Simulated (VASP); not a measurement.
La4HfO:

```
La Hf O
1.0
     0.00000    4.29321    4.29321
     4.29321    0.00000    4.29321
     4.29321    4.29321    0.00000
La Hf O
4 1 1
Cartesian
  3.2344 5.3520 5.3520
  3.2344 3.2344 3.2344
  5.3520 3.2344 5.3520
  5.3520 5.3520 3.2344
  6.4398 6.4398 6.4398
  0.0000 0.0000 0.0000
```

The cell was generated, and may not be a known phase.

- Program: VASP 6.6.1
- Task: relaxation of cell and atoms
- Functional: PBE
- Potentials or basis: VASP PAW PBE potentials, release 64 (La, Hf_pv, O)
- Cutoff: 600 eV
- k mesh: 4 × 4 × 4
- Occupations: gaussian, width 0.1 eV
- Spin: no spin polarisation

At the start: pressure 5.3 GPa; volume 26.38 Å³/atom.

Q: Where does the relaxation end?

A: Over 3 steps the energy falls by 54.3 meV/atom and the volume is 30.04 Å³/atom (+13.9 %); space group F-43m (No. 216, to 0.1 Å) before and after.

Step by step:
| step | energy change (eV) | largest force (eV/Å) | pressure (GPa) | volume (Å³) |
| --- | --- | --- | --- | --- |
| 1 | 0.0000 | 0.2628 | 5.30 | 158.26 |
| 2 | -0.3252 | 0.0462 | 0.16 | 179.10 |
| 3 | -0.3258 | 0.0353 | -0.03 | 180.21 |

Final structure:
```
CELL_PARAMETERS angstrom
0.00000 4.48317 4.48317
4.48317 0.00000 4.48317
4.48317 4.48317 0.00000
ATOMIC_POSITIONS crystal
La 0.87262 0.37579 0.37579
La 0.37579 0.37579 0.37579
La 0.37579 0.87262 0.37579
La 0.37579 0.37579 0.87262
Hf 0.75000 0.75000 0.75000
O 0.00000 0.00000 0.00000
```
